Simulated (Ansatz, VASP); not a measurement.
One calculation of Ru3C2, two programs

```xyz
5
Lattice="3.2290 0.0000 0.0000 -1.6145 2.7964 0.0000 0.0000 0.0000 6.2064" Properties=species:S:1:pos:R:3 pbc="T T T"
Ru    0.0000    0.0000    0.0000
Ru    0.0000    1.8642    4.1815
Ru    1.6145    0.9321    2.0249
C     0.0000    1.8642    1.3638
C     1.6145    0.9321    4.8426
```

Alike in both runs: task relaxation of cell and atoms; functional PBE; k mesh 12 × 12 × 6; occupations gaussian, width 0.1 eV; no spin polarisation.

|  | VASP | Ansatz |
| --- | --- | --- |
| version | VASP 6.6.1 | Ansatz 0.2.0 |
| potentials or method | VASP PAW PBE potentials, release 64 (Ru_pv, C), cutoff 600 eV | scalar-relativistic, plane waves, PAW |
| valence electrons in the cell | 50 | 56 |

Ansatz gave:

```
gap on the k mesh at the Fermi level, each at its own relaxed structure (eV) : none
relaxed volume (Å³/atom)                                                     : 11.20
relaxed cell length with the largest relative difference (Å)                 : 6.212
```

Q: What did VASP give for the same quantities?

A: gap on the k mesh at the Fermi level, each at its own relaxed structure (eV): none; relaxed volume (Å³/atom): 11.20; relaxed cell length with the largest relative difference (Å): 6.206.

A gap of «none» marks a metal or a gap that the smearing closes. VASP's potentials hold 50 valence electrons a cell and Ansatz's 56, so a difference there can come from the potentials and not from the codes.
